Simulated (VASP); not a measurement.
# P (C2/m) in VASP: notebook, part 2 of 3

VASP 6.6.1. Earlier steps stand in the parts before.

## 3. Single point, PBEsol (shortest bond scaled by 0.82)

INCAR reads:

```
  ALGO = Normal
  EDIFF = 1E-6
  ENCUT = 520
  GGA = PS
  ISIF = 2
  ISMEAR = -1
  LASPH = True
  LCHARG = False
  LREAL = False
  LWAVE = False
  NBANDS = 12
  NELM = 100
  PREC = Accurate
  SIGMA = 0.05
```

KPOINTS reads:

```
k-points
0
Gamma
  11 11 11
```

POSCAR reads:

```
P
1.0
    1.7257251780      0.9963478961      3.1296800121
   -1.7257251780      0.9963478961      3.1296800121
    0.0000000000     -1.9926957921      3.1296800121
P
2
Direct
    0.1862058050      0.1862058050      0.2762058050
    0.8137941950      0.8137941950      0.7237941950
```

Potentials or basis: VASP PAW PBE potentials, release 64 (P).

The run is started by

```console
$ cat potpaw_PBE.64/P/POTCAR > POTCAR
$ mpirun -np 1 vasp_std > vasp.out
```

OUTCAR:

```text
EDIFF = 1E-6
   ENCUT = 520
   GGA = PS
   ISIF = 2
   ISMEAR = -1
   LASPH = True
   LREAL = False
   NELM = 100
   PREC = Accurate

 ion  position               nearest neighbor table
   1  0.186  0.186  0.276-   2 1.88   2 2.38   2 2.38   2 2.87   2 2.87
   2  0.814  0.814  0.724-   1 1.88   1 2.38   1 2.38   1 2.87   1 2.87

  LATTYP: Found a trigonal (rhomboedric) cell.
 ALAT       =     3.7102201415
 COS(alpha) =     0.5673129383

  Lattice vectors:

 A1 = (   1.7257251780,   0.9963478961,   3.1296800121)
 A2 = (  -1.7257251780,   0.9963478961,   3.1296800121)
 A3 = (   0.0000000000,  -1.9926957921,   3.1296800121)

Analysis of symmetry for initial positions (statically):
=====================================================================
 Subroutine PRICEL returns:
 Original cell was already a primitive cell.

 Routine SETGRP: Setting up the symmetry group for a
 trigonal (rhombohedral) supercell.

 Subroutine GETGRP returns: Found  4 space group operations
 (whereof  4 operations were pure point group operations)
 out of a pool of 12 trial point group operations.

The static configuration has the point symmetry C_2h.

Analysis of symmetry for dynamics (positions and initial velocities):
=====================================================================
 Subroutine PRICEL returns:
 Original cell was already a primitive cell.

 Routine SETGRP: Setting up the symmetry group for a
 trigonal (rhombohedral) supercell.

 Subroutine GETGRP returns: Found  4 space group operations
 (whereof  4 operations were pure point group operations)
 out of a pool of 12 trial point group operations.

The dynamic configuration has the point symmetry C_2h.

 Subroutine INISYM returns: Found  4 space group operations
 (whereof  4 operations are pure point group operations),
 and found     1 'primitive' translations

----------------------------------------------------------------------------------------

                                     Primitive cell

  volume of cell :      32.2875

  direct lattice vectors                    reciprocal lattice vectors
     1.725725178  0.996347896  3.129680012     0.289733271  0.167277582  0.106507161
    -1.725725178  0.996347896  3.129680012    -0.289733271  0.167277582  0.106507161
     0.000000000 -1.992695792  3.129680012     0.000000000 -0.334555164  0.106507161

  length of vectors
     3.710220141  3.710220141  3.710220141     0.351099605  0.351099605  0.351099605

  position of ions in fractional coordinates (direct lattice)
     0.186205805  0.186205805  0.276205805
     0.813794195  0.813794195  0.723794195

  ion indices of the primitive-cell ions
   primitive index   ion index
                 1           1
                 2           2

----------------------------------------------------------------------------------------

 KPOINTS: k-points

Automatic generation of k-mesh.
 Grid dimensions read from file:
 generate k-points for:   11   11   11

 Generating k-lattice:

  Cartesian coordinates                     Fractional coordinates (reciprocal lattice)
[... 39 lines left out ...]
  0.454545  0.090909 -0.000000      4.000000
 -0.454545  0.000000 -0.090909      4.000000
 [... further k-points ...]
   k-points           NKPTS =    366   k-points in BZ     NKDIM =    366   number of bands    NBANDS=     12
   number of dos      NEDOS =    301   number of ions     NIONS =      2
   total plane-waves  NPLWV =  21952
   dimension x,y,z NGX =    28 NGY =   28 NGZ =   28
   dimension x,y,z NGXF=    56 NGYF=   56 NGZF=   56
   ions per type =               2
   NGX,Y,Z   is equivalent  to a cutoff of  12.55, 12.55, 12.55 a.u.
   NGXF,Y,Z  is equivalent  to a cutoff of  25.09, 25.09, 25.09 a.u.
 SYSTEM =  unknown system
   PREC   = accura    normal or accurate (medium, high low for compatibility)
   ISTART =      0    job   : 0-new  1-cont  2-samecut
   ICHARG =      2    charge: 1-file 2-atom 10-const
   ISPIN  =      1    spin polarized calculation?
   LNONCOLLINEAR =      F non collinear calculations
   LSORBIT =      F    spin-orbit coupling
   LASPH  =      T    aspherical Exc in radial PAW
   ENCUT  =  520.0 eV  38.22 Ry    6.18 a.u.   6.90  6.90  6.90*2*pi/ulx,y,z
   NELM   =    100;   NELMIN=  2; NELMDL= -5     # of ELM steps
   EDIFF  = 0.1E-05   stopping-criterion for ELM
   LREAL  =      F    real-space projection
   EDIFFG = 0.1E-04   stopping-criterion for IOM
   NSW    =      0    number of steps for IOM
   IBRION =     -1    ionic relax: 0-MD 1-quasi-New 2-CG
   NFREE  =      0    steps in history (QN), initial steepest desc. (CG)
   ISIF   =      2    stress and relaxation
   ISYM   =      2    0-nonsym 1-usesym 2-fastsym
   POTIM  = 0.5000    time-step for ionic-motion
   TEBEG  =    0.0;   TEEND  =   0.0 temperature during run
   PSTRESS=    0.0 pullay stress
   NELECT =      10.0000    total number of electrons
   NUPDOWN=      -1.0000    fix difference up-down
   EMIN   =  10.00;   EMAX   =-10.00  energy-range for DOS
   EFERMI =   0.00;   METHOD = LEGACY
   ISMEAR =    -1;   SIGMA  =   0.05  broadening in eV -4-tet -1-fermi 0-gaus
   EFERMI_NEDOS =   21; number of points for ismear=-14 and -15
   IALGO  =     38    algorithm
   IMIX   =      4    mixing-type and parameters
     AMIX     =   0.40;   BMIX     =  1.00
     AMIX_MAG =   1.60;   BMIX_MAG =  1.00
  volume/ion in A,a.u.               =      16.14       108.94
  Fermi-wavevector in a.u.,A,eV,Ry     =   1.107636  2.093128 16.692396  1.226857
  Thomas-Fermi vector in A             =   2.244152
   LORBIT       =      0    0 simple, 1 ext, 2 COOP (PROOUT), +10 PAW based schemes
   GGA     = PS    functional components
   LHFCALC =     F    Hartree Fock is set to
   AEXX    =    0.0000 exact exchange contribution
   IVDW    =     0    specifies the selected vdW correction
   LEPSILON=     F    determine dielectric tensor
   LRPA    =     F    only Hartree local field effects (RPA)
 non-spin polarized calculation
  energy-cutoff  :      520.00
  volume of cell :       32.29
 maximum number of plane-waves:       882
   NGX = 13   NGY = 13   NGZ = 13

 number of electron      10.0000000 magnetization

 number of electron       9.9999999 magnetization

 Free energy of the ion-electron system (eV)
  ---------------------------------------------------
  ext. energy  EPLUGINS =         0.00000000
  ---------------------------------------------------
  free energy    TOTEN  =       -10.51679830 eV

  energy without entropy =      -10.51034206  energy(sigma->0) =      -10.51357018

 E-fermi :   8.1303     XC(G=0): -10.7903

 val. band max:        8.1253743788   @ k =   0.2727  -0.1818   0.2727
 cond. band min:       8.1405409691   @ k =   0.0909   0.0909   0.4545
 fundamental gap:      0.0151665904
 Fermi energy:         8.1302958875

 k-point     1 :       0.0000    0.0000    0.0000
  band No.  band energies     occupation
      1      -8.2116      2.00000
      2       3.8704      2.00000
      3       5.2979      2.00000
      4       6.5938      2.00000
      5       6.8440      2.00000
      6       8.5320      0.00065
      7       8.7979      0.00000
      8      13.0381      0.00000
      9      14.6077      0.00000
     10      16.0183      0.00000
     11      16.6734      0.00000
     12      17.2199      0.00000
[... 331 lines left out ...]
 k-point    24 :      -0.4545    0.0000   -0.0909
  band No.  band energies     occupation
      1      -5.9254      2.00000
      2      -1.6894      2.00000
      3       3.2533      2.00000
      4       4.9150      2.00000
      5       7.1365      2.00000
      6       9.0087      0.00000
      7      10.2518      0.00000
      8      11.9643      0.00000
      9      15.3149      0.00000
     10      17.2434      0.00000
     11      19.4539      0.00000
     12      20.7878      0.00000

 [... further k-points ...]

------------------------ aborting loop because EDIFF is reached ----------------------------------------

  FORCE on cell =-STRESS in cart. coord.  units (eV):
  Direction    XX          YY          ZZ          XY          YZ          ZX
  --------------------------------------------------------------------------------------
  -------------------------------------------------------------------------------------
  Total       -0.1019919      7.6729804      2.5971946      0.0000000      4.4890020      0.0000000
  in kB       -5.0610724    380.7508141    128.8787297      0.0000000    222.7545346      0.0000000
  external PRESSURE =     168.1894905 kB  Pullay stress =       0.0000000 kB

 VOLUME and BASIS-vectors are now :
 -----------------------------------------------------------------------------
  energy-cutoff  :      520.00
  volume of cell :       32.29
      direct lattice vectors                 reciprocal lattice vectors
     1.725725178  0.996347896  3.129680012     0.289733271  0.167277582  0.106507161
    -1.725725178  0.996347896  3.129680012    -0.289733271  0.167277582  0.106507161
     0.000000000 -1.992695792  3.129680012     0.000000000 -0.334555164  0.106507161

 POSITION                                       TOTAL-FORCE (eV/Angst)
 -----------------------------------------------------------------------------------
      0.00000     -0.17934      2.02996         0.000000      5.314375      3.701764
      0.00000      0.17934      7.35908         0.000000     -5.314375     -3.701764
 -----------------------------------------------------------------------------------
    total drift:                               -0.000000      0.000000     -0.000000

  FREE ENERGIE OF THE ION-ELECTRON SYSTEM (eV)
  ---------------------------------------------------
  free  energy   TOTEN  =       -10.5167983013 eV

  energy  without entropy=      -10.5103420631  energy(sigma->0) =      -10.51357018
```

OSZICAR:

```text
N       E                     dE             d eps       ncg     rms          rms(c)
DAV:   1     0.228225659694E+02    0.22823E+02   -0.45549E+03  8800   0.720E+02
DAV:   2    -0.953526711702E+01   -0.32358E+02   -0.30878E+02 11544   0.120E+02
DAV:   3    -0.107467271170E+02   -0.12115E+01   -0.11999E+01 11364   0.218E+01
DAV:   4    -0.107546017752E+02   -0.78747E-02   -0.78698E-02 10416   0.214E+00
DAV:   5    -0.107546670853E+02   -0.65310E-04   -0.65309E-04 11528   0.187E-01    0.920E+00
DAV:   6    -0.105607700312E+02    0.19390E+00   -0.23206E-01 10268   0.266E+00    0.512E+00
DAV:   7    -0.105186247330E+02    0.42145E-01   -0.16136E-01 10816   0.228E+00    0.116E+00
DAV:   8    -0.105167952058E+02    0.18295E-02   -0.20016E-02 10268   0.900E-01    0.307E-01
DAV:   9    -0.105168121195E+02   -0.16914E-04   -0.85806E-04 10964   0.192E-01    0.123E-01
DAV:  10    -0.105167973848E+02    0.14735E-04   -0.63906E-05 10728   0.496E-02    0.271E-02
DAV:  11    -0.105167983013E+02   -0.91653E-06   -0.94761E-06 10932   0.183E-02
   1 F= -.10516798E+02 E0= -.10513570E+02  d E =-.645624E-02
```

stdout:

```text
POSCAR found type information on POSCAR P
 POSCAR found :  1 types and       2 ions
 scaLAPACK will be used
 -----------------------------------------------------------------------------
|                                                                             |
|                                                                             |
|     You enforced a specific xc type in the INCAR file but a different       |
|     I HOPE YOU KNOW WHAT YOU ARE DOING!                                     |
|                                                                             |
 -----------------------------------------------------------------------------

 LDA part: xc-table for (Slater+PW92), standard interpolation
 POSCAR, INCAR and KPOINTS ok, starting setup
 FFT: planning ... GRIDC
 FFT: planning ... GRID_SOFT
 FFT: planning ... GRID
 WAVECAR not read
 entering main loop
```

Run time: 86 s. Hardware: 1 thread of AMD EPYC 7R43 (Zen 3), shared host; peak memory 0.19 GiB.

Results:

* Free energy: -10.5168 eV
* Pressure: 16.8 GPa
* Largest force: 6.477 eV/Å
* Band gap on the k mesh: zero (bands 5 and 6 overlap by 2.06 eV)

Forces on the atoms (eV/Å):
```
P    0.000  5.314  3.702
P    0.000 -5.314 -3.702
```

Caveat: the cell differs from its parent crystal (shortest bond scaled by 0.82); the stress differs along the axes, from -1 to 38 GPa; the PAW data sets were made with another functional, which shifts forces and pressure a little.

(Continued in part 3 of 3.)
